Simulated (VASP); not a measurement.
# HfCo (Pm-3m) in VASP: notebook

Runs on HfCo. Level: LDA. Tasks: single point, relaxation of volume and atoms at fixed shape.

All numbers are computed with VASP 6.6.1; they aren't measurements. Logs are shortened: lines on timing, memory, paths and dates and some standing lists are left out, and cuts for length are marked.

### Step 1. The cell of the first run

The structure is cubic, space group Pm-3m (No. 221). Conventional cell: a = 3.079 Å, b = 3.079 Å, c = 3.079 Å, α = 90.00°, β = 90.00°, γ = 90.00°. Hf (site symmetry m-3m) has 8 Co at 2.67 Å and 6 Hf at 3.08 Å within 3.5 Å. Within 3.5 Å of Co (site symmetry m-3m) lie 8 Hf at 2.67 Å and 6 Co at 3.08 Å.

### Step 2. Single point, LDA, collinear spin, ferromagnetic start

Input file INCAR:

```
SYSTEM = HfCo
  ALGO = Normal
  EDIFF = 1E-7
  ENCUT = 520
  GGA = CA
  ISIF = 2
  ISMEAR = 0
  ISPIN = 2
  LASPH = .True.
  LCHARG = .True.
  LELF = .True.
  LMAXMIX = 4
  LORBIT = 11
  LREAL = .False.
  LVHAR = .True.
  LWAVE = .False.
  MAGMOM = 0 2.5
  NBANDS = 20
  NELM = 150
  PREC = Accurate
  SIGMA = 0.05
```

Input file KPOINTS:

```
k-points
0
Gamma
  7 7 7
  0 0 0
```

Input file POSCAR:

```
HfCo
1.0
    3.0791439677      0.0000000000      0.0000000000
    0.0000000000      3.0791439677      0.0000000000
    0.0000000000      0.0000000000      3.0791439677
Hf Co
1 1
Direct
    0.5000000000      0.5000000000      0.5000000000
    0.0000000000      0.0000000000      0.0000000000
```

Potentials or basis: VASP PAW LDA potentials, release 64 (Hf_pv, Co).

The run is started by

```
$ cat potpaw_LDA.64/Hf_pv/POTCAR potpaw_LDA.64/Co/POTCAR > POTCAR
$ mpirun -np 1 vasp_std > vasp.out
```

OUTCAR:

```text
SYSTEM = HfCo
   EDIFF = 1E-7
   ENCUT = 520
   GGA = CA
   ISIF = 2
   ISMEAR = 0
   ISPIN = 2
   LASPH = .True.
   LORBIT = 11
   LREAL = .False.
   NELM = 150
   PREC = Accurate

 ion  position               nearest neighbor table
   1  0.500  0.500  0.500-   2 2.67   2 2.67   2 2.67   2 2.67   2 2.67   2 2.67   2 2.67   2 2.67

   2  0.000  0.000  0.000-   1 2.67   1 2.67   1 2.67   1 2.67   1 2.67   1 2.67   1 2.67   1 2.67

  LATTYP: Found a simple cubic cell.
 ALAT       =     3.0791439677

  Lattice vectors:

 A1 = (   3.0791439677,   0.0000000000,   0.0000000000)
 A2 = (   0.0000000000,   3.0791439677,   0.0000000000)
 A3 = (   0.0000000000,   0.0000000000,   3.0791439677)

Analysis of symmetry for initial positions (statically):
=====================================================================
 Subroutine PRICEL returns:
 Original cell was already a primitive cell.

 Routine SETGRP: Setting up the symmetry group for a
 simple cubic supercell.

 Subroutine GETGRP returns: Found 48 space group operations
 (whereof 48 operations were pure point group operations)
 out of a pool of 48 trial point group operations.

The static configuration has the point symmetry O_h .

Analysis of symmetry for dynamics (positions and initial velocities):
=====================================================================
 Subroutine PRICEL returns:
 Original cell was already a primitive cell.

 Routine SETGRP: Setting up the symmetry group for a
 simple cubic supercell.

 Subroutine GETGRP returns: Found 48 space group operations
 (whereof 48 operations were pure point group operations)
 out of a pool of 48 trial point group operations.

The dynamic configuration has the point symmetry O_h .

Analysis of structural, dynamic, and magnetic symmetry:
=====================================================================
 Subroutine PRICEL returns:
 Original cell was already a primitive cell.

 Routine SETGRP: Setting up the symmetry group for a
 simple cubic supercell.

 Subroutine GETGRP returns: Found 48 space group operations
 (whereof 48 operations were pure point group operations)
 out of a pool of 48 trial point group operations.

The overall configuration has the point symmetry O_h .

 Subroutine INISYM returns: Found 48 space group operations
 (whereof 48 operations are pure point group operations),
 and found     1 'primitive' translations

----------------------------------------------------------------------------------------

                                     Primitive cell

  volume of cell :      29.1938

  direct lattice vectors                    reciprocal lattice vectors
     3.079143968  0.000000000  0.000000000     0.324765588  0.000000000  0.000000000
     0.000000000  3.079143968  0.000000000     0.000000000  0.324765588  0.000000000
     0.000000000  0.000000000  3.079143968     0.000000000  0.000000000  0.324765588

  length of vectors
     3.079143968  3.079143968  3.079143968     0.324765588  0.324765588  0.324765588

  position of ions in fractional coordinates (direct lattice)
     0.500000000  0.500000000  0.500000000
     0.000000000  0.000000000  0.000000000

  ion indices of the primitive-cell ions
   primitive index   ion index
                 1           1
                 2           2

----------------------------------------------------------------------------------------

 KPOINTS: k-points

Automatic generation of k-mesh.
 Grid dimensions read from file:
 generate k-points for:    7    7    7

 Generating k-lattice:

  Cartesian coordinates                     Fractional coordinates (reciprocal lattice)
     0.046395084  0.000000000  0.000000000     0.142857143  0.000000000  0.000000000
     0.000000000  0.046395084  0.000000000     0.000000000  0.142857143  0.000000000
     0.000000000  0.000000000  0.046395084     0.000000000  0.000000000  0.142857143

  Length of vectors
     0.046395084  0.046395084  0.046395084

  Shift w.r.t. Gamma in fractional coordinates (k-lattice)
     0.000000000  0.000000000  0.000000000

 Subroutine IBZKPT returns following result:
 ===========================================

 Found     20 irreducible k-points:

 Following reciprocal coordinates:
            Coordinates               Weight
  0.000000  0.000000  0.000000      1.000000
  0.142857  0.000000  0.000000      6.000000
  0.285714  0.000000  0.000000      6.000000
  0.428571  0.000000  0.000000      6.000000
  0.142857  0.142857  0.000000     12.000000
  0.285714  0.142857  0.000000     24.000000
[... 12 lines left out ...]
  0.428571  0.428571  0.285714     24.000000
  0.428571  0.428571  0.428571      8.000000
   k-points           NKPTS =     20   k-points in BZ     NKDIM =     20   number of bands    NBANDS=     20
   number of dos      NEDOS =    301   number of ions     NIONS =      2
   total plane-waves  NPLWV =  13824
   dimension x,y,z NGX =    24 NGY =   24 NGZ =   24
   dimension x,y,z NGXF=    48 NGYF=   48 NGZF=   48
   ions per type =               1   1
   NGX,Y,Z   is equivalent  to a cutoff of  12.96, 12.96, 12.96 a.u.
   NGXF,Y,Z  is equivalent  to a cutoff of  25.92, 25.92, 25.92 a.u.
 SYSTEM =  HfCo
   PREC   = accura    normal or accurate (medium, high low for compatibility)
   ISTART =      0    job   : 0-new  1-cont  2-samecut
   ICHARG =      2    charge: 1-file 2-atom 10-const
   ISPIN  =      2    spin polarized calculation?
   LNONCOLLINEAR =      F non collinear calculations
   LSORBIT =      F    spin-orbit coupling
   LASPH  =      T    aspherical Exc in radial PAW
   ENCUT  =  520.0 eV  38.22 Ry    6.18 a.u.   5.73  5.73  5.73*2*pi/ulx,y,z
   NELM   =    150;   NELMIN=  2; NELMDL= -5     # of ELM steps
   EDIFF  = 0.1E-06   stopping-criterion for ELM
   LREAL  =      F    real-space projection
   EDIFFG = 0.1E-05   stopping-criterion for IOM
   NSW    =      0    number of steps for IOM
   IBRION =     -1    ionic relax: 0-MD 1-quasi-New 2-CG
   NFREE  =      0    steps in history (QN), initial steepest desc. (CG)
   ISIF   =      2    stress and relaxation
   ISYM   =      2    0-nonsym 1-usesym 2-fastsym
   POTIM  = 0.5000    time-step for ionic-motion
   TEBEG  =    0.0;   TEEND  =   0.0 temperature during run
   PSTRESS=    0.0 pullay stress
   NELECT =      19.0000    total number of electrons
   NUPDOWN=      -1.0000    fix difference up-down
   EMIN   =  10.00;   EMAX   =-10.00  energy-range for DOS
   EFERMI =   0.00;   METHOD = LEGACY
   ISMEAR =     0;   SIGMA  =   0.05  broadening in eV -4-tet -1-fermi 0-gaus
   EFERMI_NEDOS =   21; number of points for ismear=-14 and -15
   IALGO  =     38    algorithm
   IMIX   =      4    mixing-type and parameters
     AMIX     =   0.40;   BMIX     =  1.00
     AMIX_MAG =   1.60;   BMIX_MAG =  1.00
  volume/ion in A,a.u.               =      14.60        98.50
  Fermi-wavevector in a.u.,A,eV,Ry     =   1.418718  2.680988 27.385267  2.012760
  Thomas-Fermi vector in A             =   2.539814
   LORBIT       =     11    0 simple, 1 ext, 2 COOP (PROOUT), +10 PAW based schemes
   GGA     = CA    functional components
   LHFCALC =     F    Hartree Fock is set to
   AEXX    =    0.0000 exact exchange contribution
   IVDW    =     0    specifies the selected vdW correction
   LEPSILON=     F    determine dielectric tensor
   LRPA    =     F    only Hartree local field effects (RPA)
 spin polarized calculation
 Gauss-broadening in eV      SIGMA  =   0.05
  energy-cutoff  :      520.00
  volume of cell :       29.19
 maximum number of plane-waves:       808
 NGX is ok and might be reduce to    24
   NGX = 11   NGY = 11   NGZ = 11

 number of electron      19.0000018 magnetization       0.1412595

 number of electron      19.0000012 magnetization      -0.4552394

 Free energy of the ion-electron system (eV)
  ---------------------------------------------------
  ext. energy  EPLUGINS =         0.00000000
  ---------------------------------------------------
  free energy    TOTEN  =       -19.70548265 eV

  energy without entropy =      -19.70044992  energy(sigma->0) =      -19.70296628

 E-fermi :   7.7864     XC(G=0): -12.9051

 val. band max:        7.7803894669   @ k =   0.4286   0.1429   0.0000
 cond. band min:       7.7957045495   @ k =   0.4286   0.2857   0.2857
 fundamental gap:      0.0153150826
 Fermi energy:         7.7863763863

 spin component 1

 k-point     1 :       0.0000    0.0000    0.0000
  band No.  band energies     occupation
      1     -22.2854      1.00000
      2     -22.2854      1.00000
      3     -22.2854      1.00000
      4      -0.6315      1.00000
      5       3.7279      1.00000
      6       3.7279      1.00000
[... 12 lines left out ...]
     19      24.8871      0.00000
     20      25.8857      0.00000
[... 415 lines left out ...]
 k-point    20 :       0.4286    0.4286    0.4286
  band No.  band energies     occupation
      1     -22.7313      1.00000
      2     -22.7298      1.00000
      3     -22.7298      1.00000
      4       4.7505      1.00000
      5       5.1057      1.00000
      6       5.1057      1.00000
[... 12 lines left out ...]
     19      20.9330      0.00000
     20      22.8780      0.00000
 Fermi energy:         7.7863763863

 spin component 2

 k-point     1 :       0.0000    0.0000    0.0000
  band No.  band energies     occupation
      1     -22.2891      1.00000
      2     -22.2891      1.00000
      3     -22.2891      1.00000
      4      -0.6761      1.00000
      5       3.5073      1.00000
      6       3.5073      1.00000
[... 12 lines left out ...]
     19      24.7918      0.00000
     20      25.7660      0.00000
[... 415 lines left out ...]
 k-point    20 :       0.4286    0.4286    0.4286
  band No.  band energies     occupation
      1     -22.7351      1.00000
      2     -22.7335      1.00000
      3     -22.7335      1.00000
      4       4.6695      1.00000
      5       5.0141      1.00000
      6       5.0141      1.00000
[... 12 lines left out ...]
     19      20.9132      0.00000
     20      22.8299      0.00000

------------------------ aborting loop because EDIFF is reached ----------------------------------------

  FORCE on cell =-STRESS in cart. coord.  units (eV):
  Direction    XX          YY          ZZ          XY          YZ          ZX
  --------------------------------------------------------------------------------------
  -------------------------------------------------------------------------------------
  Total       -0.1323928     -0.1323928     -0.1323928     -0.0000000      0.0000000     -0.0000000
  in kB       -7.2658265     -7.2658265     -7.2658265     -0.0000000      0.0000000     -0.0000000
  external PRESSURE =      -7.2658265 kB  Pullay stress =       0.0000000 kB

 VOLUME and BASIS-vectors are now :
 -----------------------------------------------------------------------------
  energy-cutoff  :      520.00
  volume of cell :       29.19
      direct lattice vectors                 reciprocal lattice vectors
     3.079143968  0.000000000  0.000000000     0.324765588  0.000000000  0.000000000
     0.000000000  3.079143968  0.000000000     0.000000000  0.324765588  0.000000000
     0.000000000  0.000000000  3.079143968     0.000000000  0.000000000  0.324765588

 POSITION                                       TOTAL-FORCE (eV/Angst)
 -----------------------------------------------------------------------------------
      1.53957      1.53957      1.53957         0.000000      0.000000      0.000000
      0.00000      0.00000      0.00000         0.000000      0.000000      0.000000
 -----------------------------------------------------------------------------------
    total drift:                                0.000000      0.000000     -0.000000

  FREE ENERGIE OF THE ION-ELECTRON SYSTEM (eV)
  ---------------------------------------------------
  free  energy   TOTEN  =       -19.7054826476 eV

  energy  without entropy=      -19.7004499210  energy(sigma->0) =      -19.70296628

 total charge

# of ion       s       p       d       tot
------------------------------------------
    1        0.419   6.548   1.688   8.654
    2        0.545   0.441   7.439   8.426
--------------------------------------------------
tot          0.964   6.989   9.127  17.080

 magnetization (x)

# of ion       s       p       d       tot
------------------------------------------
    1       -0.001   0.004  -0.006  -0.003
    2       -0.025  -0.003  -0.415  -0.443
--------------------------------------------------
tot         -0.027   0.001  -0.421  -0.447
```

It took 11 s on 1 thread of Intel Xeon 6975P-C (Granite Rapids), shared host; peak memory 0.14 GiB.

Results:

```
Free energy                                           : -19.7055 eV
Pressure                                              : -0.7 GPa
Net moment                                            : -0.46 μB per cell
Site moments                                          : Hf -0.00; Co -0.44 μB
Valence electrons inside the program's atomic spheres : Hf 8.65; Co 8.43
```

Caveat: spin-orbit coupling is left out, which moves the levels of the heavy elements.

### Step 3. Relaxation of volume and atoms at fixed shape, LDA, collinear spin, ferromagnetic start

This run uses another cell than the first one, of 15.84 Å³/atom, 1.085 times its volume.

Input file INCAR:

```
ALGO = Normal ; EDIFF = 1E-7
EDIFFG = -0.01 ; ENCUT = 600
GGA = CA ; IBRION = 2
ISIF = 8 ; ISMEAR = 0
ISPIN = 2 ; LASPH = T
LCHARG = F ; LMAXMIX = 4
LORBIT = 11 ; LREAL = F
LWAVE = F ; MAGMOM = 0 2.5
NELM = 150 ; NSW = 60
PREC = Accurate ; SIGMA = 0.05
```

Input file KPOINTS:

```
k-points
0
Gamma
  7 7 7
```

Input file POSCAR:

```
HfCo
1.0
    3.1640000000      0.0000000000      0.0000000000
    0.0000000000      3.1640000000      0.0000000000
    0.0000000000      0.0000000000      3.1640000000
Hf Co
1 1
Direct
    0.5000000000      0.5000000000      0.5000000000
    0.0000000000      0.0000000000      0.0000000000
```

Potentials or basis: VASP PAW LDA potentials, release 64 (Hf_pv, Co).

The run is started by

```
$ cat potpaw_LDA.64/Hf_pv/POTCAR potpaw_LDA.64/Co/POTCAR > POTCAR
$ mpirun -np 1 vasp_std > vasp.out
```

It took 48 s on 1 thread of Intel Xeon 6975P-C (Granite Rapids), shared host; peak memory 0.17 GiB.

Results (log left out):

- Free energy: -19.7066 eV
- Relaxed volume: 14.54 Å³/atom
- Relaxed cell: a = 3.075 Å, b = 3.075 Å, c = 3.075 Å, α = 90.00°, β = 90.00°, γ = 90.00°
- Space group after relaxing (to 0.05 Å): Pm-3m (No. 221)
- Energy gained by relaxing: 59.0 meV/atom
- Ionic steps: 4
- Pressure after relaxing: -0.1 GPa
- Net moment: -0.45 μB per cell
- Site moments: Hf -0.00; Co -0.44 μB
- Valence electrons inside the program's atomic spheres: Hf 8.66; Co 8.43

The path:
| step | energy change (eV) | largest force (eV/Å) | pressure (GPa) | volume (Å³) |
| --- | --- | --- | --- | --- |
| 1 | 0.0000 | 0.0000 | -13.67 | 31.67 |
| 2 | 0.1329 | 0.0000 | 27.84 | 25.87 |
| 3 | -0.1180 | 0.0000 | -0.46 | 29.15 |
| 4 | -0.1181 | 0.0000 | -0.07 | 29.08 |

Final structure:
```xyz
2
Lattice="3.0752 0.0000 0.0000 0.0000 3.0752 0.0000 0.0000 0.0000 3.0752" Properties=species:S:1:pos:R:3 pbc="T T T"
Hf    1.5376    1.5376    1.5376
Co    0.0000    0.0000    0.0000
```

Levels at points of the mesh, in eV from the Fermi level:
Spin up:
| k point | band 7 | band 8 | band 9 | band 10 | band 11 | band 12 |
| --- | --- | --- | --- | --- | --- | --- |
| (0.00, 0.00, 0.00) | -1.39 | -1.39 | -1.39 | 1.27 | 1.27 | 5.72 |
Spin down:
```csv
k point,band 5,band 6,band 7,band 8,band 9,band 10,band 11,band 12,band 13,band 14
"(0.00, 0.00, 0.00)",-4.30,-4.30,-1.68,-1.68,-1.68,0.99,0.99,5.67,5.67,5.67
```

Caveat: spin-orbit coupling is left out, which moves the levels of the heavy elements.
